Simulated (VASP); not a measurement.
A run of VASP 6.6.1 is set up as follows.

The input INCAR:

```
SYSTEM = SiC
PREC = Accurate
ENCUT = 600
EDIFF = 1E-6
ISMEAR = 0
SIGMA = 0.01
LREAL = .False.
LASPH = .True.
NELM = 120
ALGO = Normal
ISIF = 2
LWAVE = .False.
LCHARG = .False.
GGA = RE
IVDW = 12
NBANDS = 11
GGA_COMPAT = .False.
```

File KPOINTS:

```
regular mesh
0
Gamma
  4 4 4
  0 0 0
```

The input POSCAR:

```
SiC
1.0
    0.0000000000      2.1790000000      2.1790000000
    2.1790000000      0.0000000000      2.1790000000
    2.1790000000      2.1790000000      0.0000000000
Si C
1 1
Direct
    0.0000000000      0.0000000000      0.0000000000
    0.7500000000      0.7500000000      0.7500000000
```

Potentials or basis: VASP PAW PBE potentials, release 64 (Si, C).

The run is started by

```console
$ cat potpaw_PBE.64/Si/POTCAR potpaw_PBE.64/C/POTCAR > POTCAR
$ mpirun -np 1 vasp_std > vasp.out
```

**Question.** Predict the pressure.

**Answer.** -3.8 GPa.

**Question.** What does it give for the band gap on the k mesh?

**Answer.** 1.32 eV (least direct gap 4.51 eV).

**Question.** Predict the dispersion energy per atom.

**Answer.** -0.600 eV.

Caveat: the k points lie up to 0.62 Å⁻¹ apart; the PAW data sets were made with another functional, which shifts forces and pressure a little. As with any semilocal functional, this revPBE gap is likely too small.
